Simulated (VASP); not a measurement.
A run of VASP 6.6.1 is set up as follows.

INCAR

```
SYSTEM = CsPtS
PREC     = Accurate       ! precision mode
ENCUT    = 520            ! plane-wave cutoff, eV
EDIFF    = 1E-6           ! SCF threshold, eV
ISMEAR   = 0              ! smearing method
SIGMA    = 0.1            ! smearing width, eV
LREAL    = .False.        ! projectors in reciprocal space
LASPH    = .True.         ! aspherical terms in the spheres
NELM     = 80             ! most SCF steps
ALGO     = Normal         ! electronic algorithm
ISIF     = 2              ! what is computed and relaxed
LWAVE    = .False.        ! write WAVECAR
LCHARG   = .False.        ! write CHGCAR
GGA      = PE             ! functional
NBANDS   = 20             ! bands
```

File KPOINTS:

```
Automatic mesh
0
Gamma
  14 14 8
  0 0 0
```

Contents of POSCAR:

```
CsPtS
1.0
    3.5992349929      0.0000000000      0.0000000000
    0.0000000000      3.5992349929      0.0000000000
    0.0000000000      0.0000000000      6.2665736753
Cs Pt S
1 1 1
Direct
    0.0000000000      0.0000000000      0.0000000000
    0.0000000000      0.0000000000      0.5000000000
    0.5000000000      0.5000000000      0.5000000000
```

Potentials or basis: VASP PAW PBE potentials, release 64 (Cs_sv, Pt, S).

Run with:

```sh
$ cat potpaw_PBE.64/Cs_sv/POTCAR potpaw_PBE.64/Pt/POTCAR potpaw_PBE.64/S/POTCAR > POTCAR
$ mpirun -np 1 vasp_std > vasp.out
```

Problem. Predict the pressure.

Solution. 0.1 GPa.

Problem. What does it give for the band gap on the k mesh?

Solution. Zero (an odd number of electrons rules out a gap without spin polarisation).

Stress tensor (GPa, compression positive):
```
-0.02  0.00  0.00
 0.00 -0.02  0.00
 0.00  0.00  0.44
```

Caveat: spin-orbit coupling is left out, which moves the levels of the heavy elements.
